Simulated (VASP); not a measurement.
Here is a VASP 6.6.1 calculation.

Contents of INCAR:

```
ALGO = Normal
EDIFF = 1E-6
ENCUT = 520
GGA = PE
ISIF = 2
ISMEAR = 0
LASPH = True
LCHARG = False
LREAL = False
LWAVE = False
NBANDS = 17
NELM = 100
PREC = Accurate
SIGMA = 0.1
```

File KPOINTS:

```
k-points
0
Gamma
  8 8 8
```

Contents of POSCAR:

```
Al4Te
1.0
   -3.2304004661      3.2304004661      3.2304004661
    3.2304004661     -3.2304004661      3.2304004661
    3.2304004661      3.2304004661     -3.2304004661
Al Te
4 1
Direct
    0.5000000000      0.5000000000      0.5000000000
    0.5000000000      0.0000000000      0.0000000000
    0.0000000000      0.0000000000      0.5000000000
    0.0000000000      0.5000000000      0.0000000000
    0.0000000000      0.0000000000      0.0000000000
```

Potentials or basis: VASP PAW PBE potentials, release 64 (Al, Te).

Command:

```console
$ cat potpaw_PBE.64/Al/POTCAR potpaw_PBE.64/Te/POTCAR > POTCAR
$ mpirun -np 1 vasp_std > vasp.out
```

Predict the band gap on the k mesh.

zero (bands 9 and 10 overlap by 1.84 eV).

Estimate the pressure.

0.1 GPa.

Caveat: spin-orbit coupling is left out, which moves the levels of the heavy elements.
